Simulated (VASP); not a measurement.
Input of a VASP 6.6.1 run:

File INCAR:

```
SYSTEM = Ru
PREC = Accurate
ENCUT = 520
EDIFF = 1E-6
ISMEAR = 0
SIGMA = 0.1
LREAL = .FALSE.
LASPH = .TRUE.
NELM = 60
ALGO = Fast
ISIF = 2
LWAVE = .FALSE.
LCHARG = .FALSE.
GGA = PS
NBANDS = 13
```

Contents of KPOINTS:

```
Automatic mesh
0
G
  24 24 22
  0 0 0
```

POSCAR

```
Ru
1.0
    2.6271037100      0.0000000000      0.0000000000
   -1.3135518550      2.2751385513      0.0000000000
    0.0000000000      0.0000000000      2.4266038638
Ru
1
Direct
    0.0000000000      0.0000000000      0.0000000000
```

Potentials or basis: VASP PAW PBE potentials, release 64 (Ru_pv).

Run with:

```console
$ cat potpaw_PBE.64/Ru_pv/POTCAR > POTCAR
$ mpirun -np 1 vasp_std > vasp.out
```

(1) Predict the band gap on the k mesh.

(2) What does it give for the pressure?

## Answers

(1) zero (band 7 reaches 14.14 eV, above the bottom of band 8 at 10.33 eV).

(2) 0.0 GPa.

Caveat: the PAW data sets were made with another functional, which shifts forces and pressure a little.
